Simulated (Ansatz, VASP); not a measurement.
## MgO: VASP beside Ansatz

File INCAR:

```
SYSTEM = MgO
PREC = Accurate
ENCUT = 840
EDIFF = 1E-6
ISMEAR = 0
SIGMA = 0.05
LREAL = .FALSE.
LASPH = .TRUE.
NELM = 120
ALGO = Normal
ISIF = 2
LWAVE = .FALSE.
LCHARG = .TRUE.
GGA = CA
LELF = .TRUE.
LVHAR = .TRUE.
NBANDS = 60
GGA_COMPAT = .FALSE.
```

KPOINTS

```
Automatic mesh
0
G
  9 9 2
  0 0 0
```

Contents of POSCAR:

```
MgO
1.0
    2.0806186598     -2.0806186598      0.0000000000
    2.0806186598      0.0000000000     -2.0806186598
    8.1781370718      8.1781370718      8.1781370718
Mg O
6 6
Direct
    1.0000000000      0.0000000000      0.3816184496
    0.3333333333      0.3333333333      0.2120102498
    0.6666666667      0.6666666667      0.5512266494
    1.0000000000      1.0000000000      0.8904430490
    0.3333333333      0.3333333333      0.7208348492
    0.6666666667      0.6666666667      0.0424020500
    0.6666666667      0.6666666667      0.2968143497
    0.0000000000      0.0000000000      0.1272061499
    0.3333333333      0.3333333333      0.4664225495
    0.6666666667      0.6666666667      0.8056389491
    1.0000000000      1.0000000000      0.6360307493
    0.3333333333      0.3333333333      0.9752471489
```

Input for Ansatz:

```yaml
crystal:
  lattice:
    - [2.0806186598, -2.0806186598, 0.0]
    - [2.0806186598, 0.0, -2.0806186598]
    - [8.1781370718, 8.1781370718, 8.1781370718]
  atoms:
    - { symbol: Mg, position: [1.0, 0.0, 0.3816184496] }
    - { symbol: Mg, position: [0.3333333333, 0.3333333333, 0.2120102498] }
    - { symbol: Mg, position: [0.6666666667, 0.6666666667, 0.5512266494] }
    - { symbol: Mg, position: [1.0, 1.0, 0.890443049] }
    - { symbol: Mg, position: [0.3333333333, 0.3333333333, 0.7208348492] }
    - { symbol: Mg, position: [0.6666666667, 0.6666666667, 0.04240205] }
    - { symbol: O, position: [0.6666666667, 0.6666666667, 0.2968143497] }
    - { symbol: O, position: [0.0, 0.0, 0.1272061499] }
    - { symbol: O, position: [0.3333333333, 0.3333333333, 0.4664225495] }
    - { symbol: O, position: [0.6666666667, 0.6666666667, 0.8056389491] }
    - { symbol: O, position: [1.0, 1.0, 0.6360307493] }
    - { symbol: O, position: [0.3333333333, 0.3333333333, 0.9752471489] }
basis:
  ecutwfc: 520.0
kpoints:
  mp_grid: { grid: [9, 9, 2] }
hamiltonian:
  xc: lda
  pseudopotentials: { kind: paw, azcp: { folder: soft_1 } }
scf:
  occupations: { method: gaussian, width: 0.05 }
output:
  forces: true
  stress: true
  eigenvalues: true
```

Alike in both runs: task single point; functional LDA; k mesh 9 × 9 × 2; occupations gaussian, width 0.05 eV; no spin polarisation.

|  | VASP | Ansatz |
| --- | --- | --- |
| version | VASP 6.6.1 | Ansatz 0.2.0 |
| potentials or method | VASP PAW LDA potentials, release 64 (Mg_sv, O), cutoff 840 eV | scalar-relativistic, plane waves, PAW |
| valence electrons in the cell | 96 | 96 |

```csv
,VASP,Ansatz,Ansatz less VASP
gap on the k mesh at the Fermi level (eV),4.55,4.55,-0.008
least direct gap on the mesh (eV),4.55,4.55,-0.008
pressure (GPa),4.4,3.8,-0.54
"traceless stress, the component that is largest in VASP (GPa)",1.32,1.33,+0.015
rms of the force components (eV/Å),0.684,0.677,-0.0074
```

Ansatz warns that its potentials were made for another functional, while VASP's fit it. LDA's correlation is that of Perdew and Zunger in VASP and of Perdew and Wang (1992) in Ansatz. Atom by atom the forces differ by 0.008 eV/Å (rms over components).
